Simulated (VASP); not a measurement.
# CoSi2 (Fm-3m) in VASP: notebook

Runs on CoSi2. Level: PBE. Tasks: single point.

All numbers are computed with VASP 6.6.1; they aren't measurements. Logs are shortened: lines on timing, memory, paths and dates and some standing lists are left out, and cuts for length are marked.

## 1. The cell of the first run

The structure is cubic, space group Fm-3m (No. 225). Conventional cell: a = 5.431 Å, b = 5.431 Å, c = 5.431 Å, α = 90.00°, β = 90.00°, γ = 90.00°. Co (site symmetry m-3m) has 8 Si at 2.35 Å within 3.1 Å. Within 3.1 Å of Si (site symmetry -43m) lie 4 Co at 2.35 Å and 6 Si at 2.72 Å.

## 2. Single point, PBE, collinear spin, ferromagnetic start (13.35 Å³/atom)

INCAR reads:

```
SYSTEM = CoSi2
PREC = Accurate
ENCUT = 520
EDIFF = 1E-6
ISMEAR = 0
SIGMA = 0.15
LREAL = .False.
LASPH = .True.
NELM = 150
ALGO = Normal
ISIF = 2
LWAVE = .False.
LCHARG = .True.
ISPIN = 2
MAGMOM = 2.2 0 0
LORBIT = 11
NUPDOWN = 2.2
LMAXMIX = 4
GGA = PE
LELF = .True.
LVHAR = .True.
NBANDS = 20
```

KPOINTS reads:

```
regular mesh
0
Gamma
  14 14 14
  0 0 0
```

POSCAR reads:

```
CoSi2
1.0
    0.0000000000      2.7154125383      2.7154125383
    2.7154125383      0.0000000000      2.7154125383
    2.7154125383      2.7154125383      0.0000000000
Co Si
1 2
Direct
    0.0000000000      0.0000000000      0.0000000000
    0.2500000000      0.2500000000      0.2500000000
    0.7500000000      0.7500000000      0.7500000000
```

Potentials or basis: VASP PAW PBE potentials, release 64 (Co, Si).

Command:

```sh
> cat potpaw_PBE.64/Co/POTCAR potpaw_PBE.64/Si/POTCAR > POTCAR
> mpirun -np 1 vasp_std > vasp.out
```

OUTCAR:

```text
SYSTEM = CoSi2
   PREC = Accurate
   ENCUT = 520
   EDIFF = 1E-6
   ISMEAR = 0
   LREAL = .False.
   LASPH = .True.
   NELM = 150
   ISIF = 2
   ISPIN = 2
   LORBIT = 11
   NUPDOWN = 2.2
   GGA = PE

 ion  position               nearest neighbor table
   1  0.000  0.000  0.000-   3 2.35   3 2.35   3 2.35   2 2.35   2 2.35   2 2.35   3 2.35   2 2.35

   2  0.250  0.250  0.250-   1 2.35   1 2.35   1 2.35   1 2.35   3 2.72   3 2.72   3 2.72   3 2.72
                             3 2.72   3 2.72
   3  0.750  0.750  0.750-   1 2.35   1 2.35   1 2.35   1 2.35   2 2.72   2 2.72   2 2.72   2 2.72
                             2 2.72   2 2.72

  LATTYP: Found a face centered cubic cell.
 ALAT       =     5.4308250766

  Lattice vectors:

 A1 = (   0.0000000000,   2.7154125383,   2.7154125383)
 A2 = (   2.7154125383,   0.0000000000,   2.7154125383)
 A3 = (   2.7154125383,   2.7154125383,   0.0000000000)

Analysis of symmetry for initial positions (statically):
=====================================================================
 Subroutine PRICEL returns:
 Original cell was already a primitive cell.

 Routine SETGRP: Setting up the symmetry group for a
 face centered cubic supercell.

 Subroutine GETGRP returns: Found 48 space group operations
 (whereof 48 operations were pure point group operations)
 out of a pool of 48 trial point group operations.

The static configuration has the point symmetry O_h .

Analysis of symmetry for dynamics (positions and initial velocities):
=====================================================================
 Subroutine PRICEL returns:
 Original cell was already a primitive cell.

 Routine SETGRP: Setting up the symmetry group for a
 face centered cubic supercell.

 Subroutine GETGRP returns: Found 48 space group operations
 (whereof 48 operations were pure point group operations)
 out of a pool of 48 trial point group operations.

The dynamic configuration has the point symmetry O_h .

Analysis of structural, dynamic, and magnetic symmetry:
=====================================================================
 Subroutine PRICEL returns:
 Original cell was already a primitive cell.

 Routine SETGRP: Setting up the symmetry group for a
 face centered cubic supercell.

 Subroutine GETGRP returns: Found 48 space group operations
 (whereof 48 operations were pure point group operations)
 out of a pool of 48 trial point group operations.

The overall configuration has the point symmetry O_h .

 Subroutine INISYM returns: Found 48 space group operations
[... 119 lines left out ...]
     AMIX_MAG =   1.60;   BMIX_MAG =  1.00
  volume/ion in A,a.u.               =      13.35        90.08
  Fermi-wavevector in a.u.,A,eV,Ry     =   1.230397  2.325113 20.597549  1.513877
  Thomas-Fermi vector in A             =   2.365247
   LORBIT       =     11    0 simple, 1 ext, 2 COOP (PROOUT), +10 PAW based schemes
   GGA     = PE    functional components
   LHFCALC =     F    Hartree Fock is set to
   AEXX    =    0.0000 exact exchange contribution
   IVDW    =     0    specifies the selected vdW correction
   LEPSILON=     F    determine dielectric tensor
   LRPA    =     F    only Hartree local field effects (RPA)
 spin polarized calculation
 Gauss-broadening in eV      SIGMA  =   0.15
  energy-cutoff  :      520.00
  volume of cell :       40.04
 maximum number of plane-waves:      1090
 NGX is ok and might be reduce to    30
   NGX = 15   NGY = 15   NGZ = 15

 number of electron      17.0000002 magnetization       2.2000000

 Free energy of the ion-electron system (eV)
  ---------------------------------------------------
  ext. energy  EPLUGINS =         0.00000000
  ---------------------------------------------------
  free energy    TOTEN  =       -17.56346243 eV

  energy without entropy =      -17.53782294  energy(sigma->0) =      -17.55064269

 E-fermi :   8.8259     XC(G=0): -11.5628

 val. band max:       11.3890579530   @ k =   0.2857   0.0714   0.0000
 cond. band min:       8.8401727737   @ k =   0.3571   0.2857   0.0000
 fundamental gap:     -2.5488851792
 Fermi energy:        11.4214558821

 spin component 1

 k-point     1 :       0.0000    0.0000    0.0000
  band No.  band energies     occupation
      1      -3.4629      1.00000
      2       5.0790      1.00000
      3       5.0790      1.00000
      4       5.0790      1.00000
      5       6.8765      1.00000
      6       6.8765      1.00000
[... 541 lines left out ...]
     19      23.6281      0.00000
     20      25.6042      0.00000

 [... further k-points ...]

 spin component 2

 k-point     1 :       0.0000    0.0000    0.0000
  band No.  band energies     occupation
      1      -3.0140      1.00000
      2       5.9073      1.00000
      3       5.9073      1.00000
      4       5.9073      1.00000
      5       8.0694      1.00000
      6       8.0694      1.00000
[... 541 lines left out ...]
     19      24.1039      0.00000
     20      26.1343      0.00000

 [... further k-points ...]
[... 5 lines left out ...]
  --------------------------------------------------------------------------------------
  -------------------------------------------------------------------------------------
  Total        2.2512805      2.2512805      2.2512805      0.0000000     -0.0000000     -0.0000000
  in kB       90.0746805     90.0746805     90.0746805      0.0000000     -0.0000000     -0.0000000
  external PRESSURE =      90.0746805 kB  Pullay stress =       0.0000000 kB

 VOLUME and BASIS-vectors are now :
 -----------------------------------------------------------------------------
  energy-cutoff  :      520.00
  volume of cell :       40.04
      direct lattice vectors                 reciprocal lattice vectors
     0.000000000  2.715412538  2.715412538    -0.184134084  0.184134084  0.184134084
     2.715412538  0.000000000  2.715412538     0.184134084 -0.184134084  0.184134084
     2.715412538  2.715412538  0.000000000     0.184134084  0.184134084 -0.184134084

 POSITION                                       TOTAL-FORCE (eV/Angst)
 -----------------------------------------------------------------------------------
      0.00000      0.00000      0.00000        -0.000000      0.000000      0.000000
      1.35771      1.35771      1.35771         0.000000     -0.000000      0.000000
      4.07312      4.07312      4.07312        -0.000000      0.000000     -0.000000
 -----------------------------------------------------------------------------------
    total drift:                                0.000000     -0.000000     -0.000000

  FREE ENERGIE OF THE ION-ELECTRON SYSTEM (eV)
  ---------------------------------------------------
  free  energy   TOTEN  =       -17.5634624255 eV

  energy  without entropy=      -17.5378229447  energy(sigma->0) =      -17.55064269

 total charge

# of ion       s       p       d       tot
------------------------------------------
    1        0.524   0.659   7.482   8.665
    2        0.776   0.832   0.000   1.608
    3        0.776   0.832   0.000   1.608
--------------------------------------------------
tot          2.076   2.322   7.482  11.880

 magnetization (x)

# of ion       s       p       d       tot
------------------------------------------
    1        0.017   0.162   1.201   1.380
    2        0.073   0.103   0.000   0.176
    3        0.073   0.103   0.000   0.176
--------------------------------------------------
tot          0.163   0.368   1.201   1.732
```

OSZICAR:

```text
N       E                     dE             d eps       ncg     rms          rms(c)
DAV:   1     0.677643221711E+02    0.67764E+02   -0.65982E+03  8408   0.807E+02
DAV:   2    -0.148576201988E+02   -0.82622E+02   -0.73945E+02  8792   0.184E+02
DAV:   3    -0.193312575565E+02   -0.44736E+01   -0.43177E+01 10160   0.448E+01
DAV:   4    -0.194075683085E+02   -0.76311E-01   -0.76142E-01  9772   0.529E+00
DAV:   5    -0.194097155287E+02   -0.21472E-02   -0.21469E-02 10464   0.955E-01    0.162E+01
DAV:   6    -0.256708289935E+02   -0.62611E+01   -0.35424E+01  9356   0.103E+02    0.288E+01
DAV:   7    -0.175971919291E+02    0.80736E+01   -0.16209E+01 10520   0.740E+01    0.381E+00
DAV:   8    -0.175970175934E+02    0.17434E-03   -0.10259E+00 11008   0.932E+00    0.256E+00
DAV:   9    -0.175657605849E+02    0.31257E-01   -0.79476E-02 10924   0.347E+00    0.897E-01
DAV:  10    -0.175633982604E+02    0.23623E-02   -0.57137E-03 12052   0.960E-01    0.260E-01
DAV:  11    -0.175635069428E+02   -0.10868E-03   -0.93477E-04 10208   0.321E-01    0.124E-01
DAV:  12    -0.175634701708E+02    0.36772E-04   -0.21329E-04 10448   0.221E-01    0.361E-02
DAV:  13    -0.175634625221E+02    0.76487E-05   -0.18317E-05 10980   0.332E-02    0.191E-02
DAV:  14    -0.175634624255E+02    0.96544E-07   -0.46699E-06  9460   0.154E-02
   1 F= -.17563462E+02 E0= -.17550643E+02  d E =-.256395E-01  mag=     2.2000
```

It took 5 min on 1 thread of Intel Xeon 8259CL, shared host; peak memory 0.27 GiB.

Results:

```yaml
Free_energy: -17.5635 eV
Pressure: 9.0 GPa
Net_moment: 2.20 μB per cell
Site_moments: Co +1.38; Si +0.18 μB
Valence_electrons_inside_the_program's_atomic_spheres: Co 8.66; Si 1.61
```

Caveat: the cell stands under pressure; the total moment is fixed, so each spin has its own Fermi level.

## 3. Single point, PBE, collinear spin, ferromagnetic start (13.35 Å³/atom)

INCAR reads:

```
ALGO = Normal
EDIFF = 1E-6
ENCUT = 520
GGA = PE
ISIF = 2
ISMEAR = 0
ISPIN = 2
LASPH = T
LCHARG = T
LELF = T
LMAXMIX = 4
LORBIT = 11
LREAL = F
LVHAR = T
LWAVE = F
MAGMOM = 1.65 0 0
NBANDS = 20
NELM = 150
NUPDOWN = 1.65
PREC = Accurate
SIGMA = 0.15
```

KPOINTS reads:

```
k-points
0
Gamma
  14 14 14
```

POSCAR is that of step 2.

Potentials or basis: VASP PAW PBE potentials, release 64 (Co, Si).

Command:

```sh
> cat potpaw_PBE.64/Co/POTCAR potpaw_PBE.64/Si/POTCAR > POTCAR
> mpirun -np 1 vasp_std > vasp.out
```

OUTCAR:

```text
EDIFF = 1E-6
   ENCUT = 520
   GGA = PE
   ISIF = 2
   ISMEAR = 0
   ISPIN = 2
   LASPH = T
   LORBIT = 11
   LREAL = F
   NELM = 150
   NUPDOWN = 1.65
   PREC = Accurate

 ion  position               nearest neighbor table
   1  0.000  0.000  0.000-   3 2.35   3 2.35   3 2.35   2 2.35   2 2.35   2 2.35   3 2.35   2 2.35

   2  0.250  0.250  0.250-   1 2.35   1 2.35   1 2.35   1 2.35   3 2.72   3 2.72   3 2.72   3 2.72
                             3 2.72   3 2.72
   3  0.750  0.750  0.750-   1 2.35   1 2.35   1 2.35   1 2.35   2 2.72   2 2.72   2 2.72   2 2.72
                             2 2.72   2 2.72

  LATTYP: Found a face centered cubic cell.
 ALAT       =     5.4308250766

  Lattice vectors:

 A1 = (   0.0000000000,   2.7154125383,   2.7154125383)
 A2 = (   2.7154125383,   0.0000000000,   2.7154125383)
 A3 = (   2.7154125383,   2.7154125383,   0.0000000000)

Analysis of symmetry for initial positions (statically):
=====================================================================
 Subroutine PRICEL returns:
 Original cell was already a primitive cell.

 Routine SETGRP: Setting up the symmetry group for a
[... 1305 lines left out ...]

  FORCE on cell =-STRESS in cart. coord.  units (eV):
  Direction    XX          YY          ZZ          XY          YZ          ZX
  --------------------------------------------------------------------------------------
  -------------------------------------------------------------------------------------
  Total        0.9113352      0.9113352      0.9113352     -0.0000000     -0.0000000     -0.0000000
  in kB       36.4629045     36.4629045     36.4629045     -0.0000000     -0.0000000     -0.0000000
  external PRESSURE =      36.4629045 kB  Pullay stress =       0.0000000 kB

 VOLUME and BASIS-vectors are now :
 -----------------------------------------------------------------------------
  energy-cutoff  :      520.00
  volume of cell :       40.04
      direct lattice vectors                 reciprocal lattice vectors
     0.000000000  2.715412538  2.715412538    -0.184134084  0.184134084  0.184134084
     2.715412538  0.000000000  2.715412538     0.184134084 -0.184134084  0.184134084
     2.715412538  2.715412538  0.000000000     0.184134084  0.184134084 -0.184134084

 POSITION                                       TOTAL-FORCE (eV/Angst)
 -----------------------------------------------------------------------------------
      0.00000      0.00000      0.00000        -0.000000     -0.000000      0.000000
      1.35771      1.35771      1.35771        -0.000000     -0.000000     -0.000000
      4.07312      4.07312      4.07312         0.000000      0.000000      0.000000
 -----------------------------------------------------------------------------------
    total drift:                                0.000000     -0.000000     -0.000000

  FREE ENERGIE OF THE ION-ELECTRON SYSTEM (eV)
  ---------------------------------------------------
  free  energy   TOTEN  =       -18.2224332486 eV

  energy  without entropy=      -18.1986940062  energy(sigma->0) =      -18.21056363

 total charge

# of ion       s       p       d       tot
------------------------------------------
    1        0.522   0.665   7.511   8.699
    2        0.759   0.835   0.000   1.594
    3        0.759   0.835   0.000   1.594
--------------------------------------------------
tot          2.040   2.335   7.511  11.886

 magnetization (x)

# of ion       s       p       d       tot
------------------------------------------
    1        0.013   0.136   0.920   1.069
    2        0.050   0.076   0.000   0.126
    3        0.050   0.076   0.000   0.126
--------------------------------------------------
tot          0.113   0.288   0.920   1.321
```

stdout:

```text
POSCAR found type information on POSCAR CoSi
 POSCAR found :  2 types and       3 ions
 scaLAPACK will be used
 LDA part: xc-table for (Slater+PW92), standard interpolation
 POSCAR, INCAR and KPOINTS ok, starting setup
 FFT: planning ... GRIDC
 FFT: planning ... GRID_SOFT
 FFT: planning ... GRID
 WAVECAR not read
 entering main loop
```

It took 4.8 min on 1 thread of Intel Xeon 8259CL, shared host; peak memory 0.27 GiB.

Results:

```
Free energy                                           : -18.2224 eV
Pressure                                              : 3.6 GPa
Net moment                                            : 1.65 μB per cell
Site moments                                          : Co +1.07; Si +0.13 μB
Valence electrons inside the program's atomic spheres : Co 8.70; Si 1.59
```

Caveat: the cell stands under pressure; the total moment is fixed, so each spin has its own Fermi level.

## 4. Single point, PBE, collinear spin, ferromagnetic start (11.81 Å³/atom)

This run uses another cell than the first one, of 11.81 Å³/atom.

INCAR reads:

```
PREC     = Accurate       # precision mode
ENCUT    = 520            # plane-wave cutoff, eV
EDIFF    = 1E-6           # SCF threshold, eV
ISMEAR   = 0              # smearing method
SIGMA    = 0.15           # smearing width, eV
LREAL    = F              # projectors in reciprocal space
LASPH    = T              # aspherical terms in the spheres
NELM     = 150            # most SCF steps
ALGO     = Normal         # electronic algorithm
ISIF     = 2              # what is computed and relaxed
LWAVE    = F              # write WAVECAR
LCHARG   = F              # write CHGCAR
ISPIN    = 2              # spin polarisation
MAGMOM   = 1.1 0 0        # initial moments
LORBIT   = 11             # projections on sites
NUPDOWN  = 1.1            # fixed moment
LMAXMIX  = 4              # l up to which the mixer works
GGA      = PE             # functional
NBANDS   = 20             # bands
```

KPOINTS reads:

```
regular mesh
0
Gamma
  14 14 14
```

POSCAR reads:

```
CoSi2
1.0
    0.0000000000      2.6066888915      2.6066888915
    2.6066888915      0.0000000000      2.6066888915
    2.6066888915      2.6066888915      0.0000000000
Co Si
1 2
Direct
    0.0000000000      0.0000000000      0.0000000000
    0.2500000000      0.2500000000      0.2500000000
    0.7500000000      0.7500000000      0.7500000000
```

Command:

```sh
> cat potpaw_PBE.64/Co/POTCAR potpaw_PBE.64/Si/POTCAR > POTCAR
> mpirun -np 1 vasp_std > vasp.out
```

It took 2.6 min on 1 thread of Intel Xeon 8259CL, shared host; peak memory 0.25 GiB.

The run converged. Its results:

```
Free energy                                           : -18.4952 eV
Pressure                                              : 23.2 GPa
Net moment                                            : 1.10 μB per cell
Site moments                                          : Co +0.67; Si +0.09 μB
Valence electrons inside the program's atomic spheres : Co 9.07; Si 1.66
```

Caveat: the cell stands under pressure; the total moment is fixed, so each spin has its own Fermi level.

## 5. Single point, PBE, collinear spin, ferromagnetic start (11.81 Å³/atom)

This run uses another cell than the first one, of 11.81 Å³/atom.

INCAR reads:

```
SYSTEM = CoSi2
PREC = Accurate
ENCUT = 520
EDIFF = 1E-7
ISMEAR = 0
SIGMA = 0.15
LREAL = .False.
LASPH = .True.
NELM = 150
ALGO = Normal
ISIF = 2
LWAVE = .False.
LCHARG = .False.
ISPIN = 2
MAGMOM = 2.2 0 0
LORBIT = 11
NUPDOWN = 2.2
LMAXMIX = 4
GGA = PE
NBANDS = 20
```

KPOINTS reads:

```
regular mesh
0
Gamma
  14 14 14
  0 0 0
```

POSCAR is that of step 4.

Command:

```sh
> cat potpaw_PBE.64/Co/POTCAR potpaw_PBE.64/Si/POTCAR > POTCAR
> mpirun -np 1 vasp_std > vasp.out
```

Wall time 2.8 min (1 thread of Intel Xeon 8259CL, shared host); peak memory 0.25 GiB.

It converged, with:

- Free energy: -16.9574 eV
- Pressure: 35.7 GPa
- Net moment: 2.20 μB per cell
- Site moments: Co +1.33; Si +0.19 μB
- Valence electrons inside the program's atomic spheres: Co 9.01; Si 1.68

Caveat: the cell stands under pressure; the total moment is fixed, so each spin has its own Fermi level.

## 6. Overview

```csv
fixed moment (μB),cell,pressure (GPa),moment (μB)
2.2,"a = 3.840 Å, angles 60.0°, 3 atoms",9.0,2.20
1.65,"a = 3.840 Å, angles 60.0°, 3 atoms",3.6,1.65
1.1,"a = 3.686 Å, angles 60.0°, 3 atoms",23.2,1.10
2.2,"a = 3.686 Å, angles 60.0°, 3 atoms",35.7,2.20
```

Alike in all rows: task single point; level PBE; potentials or basis VASP PAW PBE potentials, release 64 (Co, Si); spin collinear, ferromagnetic start; k mesh 14 × 14 × 14; cutoff (eV) 520; smearing gaussian 0.15 eV.

Caveats: the cell stands under pressure; the total moment is fixed, so each spin has its own Fermi level.

Absolute energies hang on the potentials; compare differences alone.
